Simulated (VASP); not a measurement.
The system is Pt.

```
CELL_PARAMETERS angstrom
0.00000 1.96090 1.96090
1.96090 0.00000 1.96090
1.96090 1.96090 0.00000
ATOMIC_POSITIONS crystal
Pt 0.00000 0.00000 0.00000
```

```yaml
Program: VASP 6.6.1
Task: relaxation of cell and atoms
Functional: r2SCAN
Potentials_or_basis: VASP PAW PBE potentials, release 64 (Pt)
Cutoff: 550 eV
k_mesh: 10 × 10 × 10
Occupations: methfessel-paxton, width 0.1 eV
Spin: no spin polarisation
```

At the start: pressure 4.7 GPa; volume 15.08 Å³/atom.

Q: Where does the relaxation end?

A: Over 3 steps the energy falls by 3.6 meV/atom and the volume is 15.33 Å³/atom (+1.7 %); space group Fm-3m (No. 225, to 0.1 Å) before and after.

Step by step:
```
step  energy change (eV)  largest force (eV/Å)  pressure (GPa)  volume (Å³)
   1              0.0000                0.0000            4.71        15.08
   2              0.0239                0.0000          -11.22        16.07
   3             -0.0036                0.0000           -0.04        15.33
```

Final structure:
```
Pt
1.0
     0.00000    1.97179    1.97179
     1.97179    0.00000    1.97179
     1.97179    1.97179    0.00000
Pt
1
Direct
  0.00000 0.00000 0.00000
```

Caveat: the PAW data sets were made with another functional, which shifts forces and pressure a little.
